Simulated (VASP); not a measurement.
# Mn (P6_3/mmc) in VASP: further runs

Aim: see how the results for Mn move with the level of theory and the settings. Levels: LDA, PBEsol. Tasks: vibrations by perturbation theory, elastic constants.

Program: VASP 6.6.1. These are calculated values, not measurements. Logs are shortened: lines on timing, memory, paths and dates and some standing lists are left out, and cuts for length are marked.

## (1) The cell of the first run

It takes space group P6_3/mmc (No. 194, hexagonal). Conventional cell: a = 2.484 Å, b = 2.484 Å, c = 4.026 Å, α = 90.00°, β = 90.00°, γ = 120.00°. Within 3.3 Å of Mn (site symmetry -6m2) lie 12 Mn at 2.47 to 2.48 Å.

## (2) Vibrations by perturbation theory, LDA, collinear spin, ferromagnetic start

Input file INCAR:

```
PREC = Accurate
ENCUT = 520
EDIFF = 1E-8
ISMEAR = -1
SIGMA = 0.05
LREAL = F
LASPH = T
NELM = 150
ALGO = Normal
ISIF = 2
LWAVE = F
LCHARG = F
ISPIN = 2
MAGMOM = 4 4
LORBIT = 11
LMAXMIX = 4
NBANDS = 24
IBRION = 8
NSW = 1
```

Input file KPOINTS:

```
Automatic mesh
0
Gamma
  9 9 5
```

Input file POSCAR:

```
Mn
1.0
    2.4836457705      0.0000000000      0.0000000000
   -1.2418228853      2.1509003313      0.0000000000
    0.0000000000      0.0000000000      4.0261950000
Mn
2
Direct
    0.3333333333      0.6666666667      0.2500000000
    0.6666666667      0.3333333333      0.7500000000
```

Potentials or basis: VASP PAW LDA potentials, release 64 (Mn_pv).

The run is started by

```bash
> cat potpaw_LDA.64/Mn_pv/POTCAR > POTCAR
> mpirun -np 1 vasp_std > vasp.out
```

OUTCAR:

```text
PREC = Accurate
   ENCUT = 520
   EDIFF = 1E-8
   ISMEAR = -1
   LREAL = F
   LASPH = T
   NELM = 150
   ISIF = 2
   ISPIN = 2
   LORBIT = 11
   IBRION = 8
   NSW = 1

 ion  position               nearest neighbor table
   1  0.333  0.667  0.250-   2 2.47   2 2.47   2 2.47   2 2.47   2 2.47   2 2.47
   2  0.667  0.333  0.750-   1 2.47   1 2.47   1 2.47   1 2.47   1 2.47   1 2.47

  LATTYP: Found a hexagonal cell.
 ALAT       =     2.4836457705
 C/A-ratio  =     1.6210826229

  Lattice vectors:

 A1 = (   2.4836457705,   0.0000000000,   0.0000000000)
 A2 = (  -1.2418228853,   2.1509003313,   0.0000000000)
 A3 = (   0.0000000000,   0.0000000000,   4.0261950000)

Analysis of symmetry for initial positions (statically):
=====================================================================
 Subroutine PRICEL returns:
 Original cell was already a primitive cell.

 Routine SETGRP: Setting up the symmetry group for a
 hexagonal supercell.

 Subroutine GETGRP returns: Found 24 space group operations
 (whereof 12 operations were pure point group operations)
 out of a pool of 24 trial point group operations.

The static configuration has the point symmetry D_3d.
 The point group associated with its full space group is D_6h.

Analysis of symmetry for dynamics (positions and initial velocities):
=====================================================================
 Subroutine PRICEL returns:
 Original cell was already a primitive cell.

 Routine SETGRP: Setting up the symmetry group for a
 hexagonal supercell.

 Subroutine GETGRP returns: Found 24 space group operations
 (whereof 12 operations were pure point group operations)
 out of a pool of 24 trial point group operations.

The dynamic configuration has the point symmetry D_3d.
 The point group associated with its full space group is D_6h.

Analysis of structural, dynamic, and magnetic symmetry:
=====================================================================
 Subroutine PRICEL returns:
 Original cell was already a primitive cell.

 Routine SETGRP: Setting up the symmetry group for a
 hexagonal supercell.

 Subroutine GETGRP returns: Found 24 space group operations
 (whereof 12 operations were pure point group operations)
 out of a pool of 24 trial point group operations.

The overall configuration has the point symmetry D_3d.
 The point group associated with its full space group is D_6h.

 Subroutine INISYM returns: Found 24 space group operations
 (whereof 12 operations are pure point group operations),
 and found     1 'primitive' translations

----------------------------------------------------------------------------------------

                                     Primitive cell

  volume of cell :      21.5082

  direct lattice vectors                    reciprocal lattice vectors
     2.483645770  0.000000000  0.000000000     0.402633907  0.232460795  0.000000000
    -1.241822885  2.150900331  0.000000000     0.000000000  0.464921589  0.000000000
     0.000000000  0.000000000  4.026195000     0.000000000  0.000000000  0.248373464

  length of vectors
     2.483645770  2.483645771  4.026195000     0.464921589  0.464921589  0.248373464

  position of ions in fractional coordinates (direct lattice)
     0.333333333  0.666666667  0.250000000
     0.666666667  0.333333333  0.750000000

  ion indices of the primitive-cell ions
   primitive index   ion index
                 1           1
[... 110 lines left out ...]
--------------------------------------- Ionic step        1  -------------------------------------------

 number of electron      26.0000029 magnetization      -0.0001546

 number of electron      26.0000029 magnetization       0.0000093

 Free energy of the ion-electron system (eV)
  ---------------------------------------------------
  ext. energy  EPLUGINS =         0.00000000
  ---------------------------------------------------
  free energy    TOTEN  =       -20.21758814 eV

  energy without entropy =      -20.19536721  energy(sigma->0) =      -20.20647768

 E-fermi :  10.1299     XC(G=0): -14.3654

 val. band max:       10.0993544467   @ k =   0.3333   0.2222   0.4000
 cond. band min:      10.1371976577   @ k =   0.1111   0.0000   0.0000
 fundamental gap:      0.0378432110
 Fermi energy:        10.1298949179

 spin component 1

 k-point     1 :       0.0000    0.0000    0.0000
  band No.  band energies     occupation
      1     -37.7232      1.00000
      2     -37.0346      1.00000
      3     -37.0346      1.00000
      4     -36.9292      1.00000
      5     -36.9281      1.00000
      6     -36.9281      1.00000
[... 637 lines left out ...]
     23      28.5545      0.00000
     24      30.2472      0.00000

 [... further k-points ...]

 spin component 2

 k-point     1 :       0.0000    0.0000    0.0000
  band No.  band energies     occupation
      1     -37.7232      1.00000
      2     -37.0346      1.00000
      3     -37.0346      1.00000
      4     -36.9292      1.00000
      5     -36.9281      1.00000
      6     -36.9281      1.00000
[... 640 lines left out ...]
 [... further k-points ...]
[... 5 lines left out ...]
  --------------------------------------------------------------------------------------
  -------------------------------------------------------------------------------------
  Total       -2.4632471     -2.4632471     -2.7699540      0.0000000      0.0000000      0.0000000
  in kB     -183.4905985   -183.4905985   -206.3376067      0.0000000      0.0000000      0.0000000
  external PRESSURE =    -191.1062679 kB  Pullay stress =       0.0000000 kB

 VOLUME and BASIS-vectors are now :
 -----------------------------------------------------------------------------
  energy-cutoff  :      520.00
  volume of cell :       21.51
      direct lattice vectors                 reciprocal lattice vectors
     2.483645770  0.000000000  0.000000000     0.402633907  0.232460795  0.000000000
    -1.241822885  2.150900331  0.000000000     0.000000000  0.464921589  0.000000000
     0.000000000  0.000000000  4.026195000     0.000000000  0.000000000  0.248373464

 POSITION                                       TOTAL-FORCE (eV/Angst)
 -----------------------------------------------------------------------------------
     -0.00000      1.43393      1.00655        -0.000000     -0.000000      0.000000
      1.24182      0.71697      3.01965         0.000000      0.000000      0.000000
 -----------------------------------------------------------------------------------
    total drift:                               -0.000000      0.000000     -0.000000

  FREE ENERGIE OF THE ION-ELECTRON SYSTEM (eV)
  ---------------------------------------------------
  free  energy   TOTEN  =       -20.2175881438 eV

  energy  without entropy=      -20.1953672124  energy(sigma->0) =      -20.20647768

[... ionic steps 2 to 3 ...]

--------------------------------------- Ionic step        4  -------------------------------------------

------------------------ aborting loop because EDIFF is reached ----------------------------------------

[... ionic steps 5 to 5 ...]

--------------------------------------- Ionic step        6  -------------------------------------------

 Free energy of the ion-electron system (eV)
  ---------------------------------------------------
  ---------------------------------------------------
  free energy    TOTEN  =        -0.74143855 eV

  energy without entropy =       -0.74143855

------------------------ aborting loop because EDIFF is reached ----------------------------------------

 INTERNAL STRAIN TENSOR  FOR ION    1  DIRECTION 3   (eV/Angst):
 -----------------------------------------------------------------------------
     0.00337 -0.00000 -0.00000
     0.00000  0.00337 -0.00000
     0.00000 -0.00000 -0.00443

 INTERNAL STRAIN TENSOR FOR ION    2 for displacements in x,y,z  (eV/Angst):
          X           Y           Z          XY          YZ          ZX
  --------------------------------------------------------------------------------
  x    -0.00000     0.00000    -0.00000     1.58799     0.00000     0.00000
  y     1.58799    -1.58799     0.00000     0.00000     0.00000     0.00000
  z     0.00000     0.00000     0.00000     0.00000     0.00000    -0.00000

 SECOND DERIVATIVES (NOT SYMMETRIZED)
 ------------------------------------
               1X          1Y          1Z          2X          2Y          2Z
  1X    -2.035602    0.000000    0.000000    2.035602   -0.000000    0.000000
  1Y     0.000000   -2.035602    0.000000   -0.000000    2.035602    0.000000
  1Z     0.000000    0.000000   -1.453550    0.000000    0.000000    1.453550
  2X     2.035602   -0.000000    0.000000   -2.035602    0.000000    0.000000
  2Y    -0.000000    2.035602    0.000000    0.000000   -2.035602    0.000000
  2Z     0.000000    0.000000    1.453550    0.000000    0.000000   -1.453550

 Eigenvectors and eigenvalues of the dynamical matrix
 ----------------------------------------------------

   1 f  =    4.255747 THz    26.739644 2PiTHz  141.956424 cm-1    17.600345 meV
             X         Y         Z           dx          dy          dz
     -0.000000  1.433934  1.006549     0.286877   -0.646299    0.000000
      1.241823  0.716967  3.019646    -0.286877    0.646299    0.000000
[... 21 lines left out ...]
   6 f  =    0.000000 THz     0.000000 2PiTHz    0.000001 cm-1     0.000000 meV
             X         Y         Z           dx          dy          dz
     -0.000000  1.433934  1.006549     0.688668   -0.160424    0.000000
      1.241823  0.716967  3.019646     0.688668   -0.160424    0.000000

--------------------------------------------------------------------------------------------------------

 ELASTIC MODULI CONTR FROM IONIC RELAXATION (kBar)
 Direction    XX          YY          ZZ          XY          YZ          ZX
 --------------------------------------------------------------------------------
 XX         -92.2803     92.2803     -0.0000      0.0000     -0.0000      0.0000
 YY          92.2803    -92.2803      0.0000      0.0000     -0.0000      0.0000
 ZZ          -0.0000      0.0000     -0.0000      0.0000     -0.0000      0.0000
 XY           0.0000      0.0000      0.0000    -92.2803     -0.0000      0.0000
 YZ          -0.0000     -0.0000     -0.0000     -0.0000     -0.0000      0.0000
 ZX           0.0000      0.0000      0.0000      0.0000      0.0000     -0.0000
 --------------------------------------------------------------------------------

 total charge

# of ion       s       p       d       tot
------------------------------------------
    1        0.427   6.397   5.172  11.996
    2        0.427   6.397   5.172  11.996
--------------------------------------------------
tot          0.854  12.794  10.344  23.991

 magnetization (x)

# of ion       s       p       d       tot
------------------------------------------
    1        0.000   0.000   0.000   0.000
    2        0.000   0.000   0.000   0.000
--------------------------------------------------
tot          0.000   0.000   0.000   0.000
```

Wall time 4.1 min (1 thread of AMD EPYC 7R13 (Zen 3), shared host); peak memory 0.28 GiB.

Results:

```
Net moment                                            : 0.00 μB per cell
Valence electrons inside the program's atomic spheres : Mn 12.00
Highest phonon frequency at Γ                         : 142 cm⁻¹
```

Phonon frequencies in cm⁻¹ (negative: imaginary):
| q point | frequencies |
| --- | --- |
| (0.000, 0.000, 0.000) | 0 0 0 120 142 142 |

Caveat: the cell wasn't relaxed at this level first, which shifts response properties; the starting moments collapsed, and a magnetic state may lie lower.

## (3) Elastic constants, PBEsol, collinear spin, ferromagnetic start

Input file INCAR:

```
SYSTEM = Mn
PREC     = Accurate       ! precision mode
ENCUT    = 500            ! plane-wave cutoff, eV
EDIFF    = 1E-8           ! SCF threshold, eV
ISMEAR   = -1             ! smearing method
SIGMA    = 0.05           ! smearing width, eV
LREAL    = .FALSE.        ! projectors in reciprocal space
LASPH    = .TRUE.         ! aspherical terms in the spheres
NELM     = 200            ! most SCF steps
ALGO     = Normal         ! electronic algorithm
ISIF     = 3              ! what is computed and relaxed
LWAVE    = .FALSE.        ! write WAVECAR
LCHARG   = .TRUE.         ! write CHGCAR
ISPIN    = 2              ! spin polarisation
MAGMOM   = 4 4            ! initial moments
LORBIT   = 11             ! projections on sites
LMAXMIX  = 4              ! l up to which the mixer works
GGA      = PS             ! functional
NBANDS   = 24             ! bands
IBRION   = 6              ! ionic algorithm
NFREE    = 2            
POTIM    = 0.015          ! step
NSW      = 1              ! ionic steps
GGA_COMPAT= .FALSE.
```

Input file KPOINTS:

```
regular mesh
0
G
  9 9 5
  0 0 0
```

POSCAR is that of step 2.

Potentials or basis: VASP PAW PBE potentials, release 64 (Mn_pv).

The run is started by

```bash
> cat potpaw_PBE.64/Mn_pv/POTCAR > POTCAR
> mpirun -np 1 vasp_std > vasp.out
```

OUTCAR:

```text
SYSTEM = Mn
   PREC = Accurate
   ENCUT = 500
   EDIFF = 1E-8
   ISMEAR = -1
   LREAL = .FALSE.
   LASPH = .TRUE.
   NELM = 200
   ISIF = 3
   ISPIN = 2
   LORBIT = 11
   GGA = PS
   IBRION = 6
   NFREE = 2
   POTIM = 0.015
   NSW = 1

 ion  position               nearest neighbor table
   1  0.333  0.667  0.250-   2 2.47   2 2.47   2 2.47   2 2.47   2 2.47   2 2.47
   2  0.667  0.333  0.750-   1 2.47   1 2.47   1 2.47   1 2.47   1 2.47   1 2.47

[... 3125 lines left out ...]
 XX         -52.3836     52.3836     -0.0000      0.0000     -0.0000     -0.0000
 YY          52.3836    -52.3836      0.0000      0.0000      0.0000      0.0000
 ZZ          -0.0000      0.0000     -0.0000      0.0000      0.0000      0.0000
 XY           0.0000      0.0000      0.0000    -52.3836      0.0000      0.0000
 YZ          -0.0000      0.0000      0.0000      0.0000     -0.0000     -0.0000
 ZX          -0.0000      0.0000      0.0000      0.0000     -0.0000     -0.0000
 --------------------------------------------------------------------------------

 TOTAL ELASTIC MODULI (kBar)
 Direction    XX          YY          ZZ          XY          YZ          ZX
 --------------------------------------------------------------------------------
 XX        4736.7247   2113.9664   1338.7068     -0.0000     -0.0000      0.0000
 YY        2113.9664   4736.7247   1338.7068     -0.0000     -0.0000      0.0000
 ZZ        1338.7068   1338.7068   5472.7914     -0.0000      0.0000      0.0000
 XY          -0.0000     -0.0000     -0.0000   1311.3791      0.0000     -0.0000
 YZ          -0.0000      0.0000     -0.0000      0.0000   1239.3333     -0.0000
 ZX          -0.0000      0.0000     -0.0000     -0.0000     -0.0000   1239.3329
 --------------------------------------------------------------------------------

 total charge

# of ion       s       p       d       tot
------------------------------------------
    1        0.429   6.405   5.151  11.986
    2        0.429   6.405   5.151  11.986
--------------------------------------------------
tot          0.858  12.810  10.303  23.971

 magnetization (x)

# of ion       s       p       d       tot
------------------------------------------
    1       -0.000  -0.000  -0.000  -0.000
    2       -0.000  -0.000  -0.000  -0.000
--------------------------------------------------
tot         -0.000  -0.000  -0.000  -0.000
```

Run time: 11 min. Hardware: 1 thread of Intel Xeon 6975P-C, shared host; peak memory 0.3 GiB.

Results:

- Net moment: 0.00 μB per cell
- Valence electrons inside the program's atomic spheres: Mn 11.99
- Voigt bulk modulus: 273 GPa
- Highest phonon frequency at Γ: 149 cm⁻¹

Phonon frequencies in cm⁻¹ (negative: imaginary):
```csv
q point,frequencies
"(0.000, 0.000, 0.000)",0 0 0 142 142 149
```

Elastic tensor in Voigt notation (GPa, in the Cartesian axes of the cell as first typed):
```
474 211 134   0   0   0
211 474 134   0   0   0
134 134 547   0   0   0
  0   0   0 124   0   0
  0   0   0   0 124   0
  0   0   0   0   0 131
```

Clamped-ion elastic tensor (GPa):
```
479 206 134   0   0   0
206 479 134   0   0   0
134 134 547   0   0   0
  0   0   0 124   0   0
  0   0   0   0 124   0
  0   0   0   0   0 136
```

Caveat: the cell is under stress, which shifts elastic constants; the starting moments collapsed, and a magnetic state may lie lower; the PAW data sets were made with another functional, which shifts forces and pressure a little.
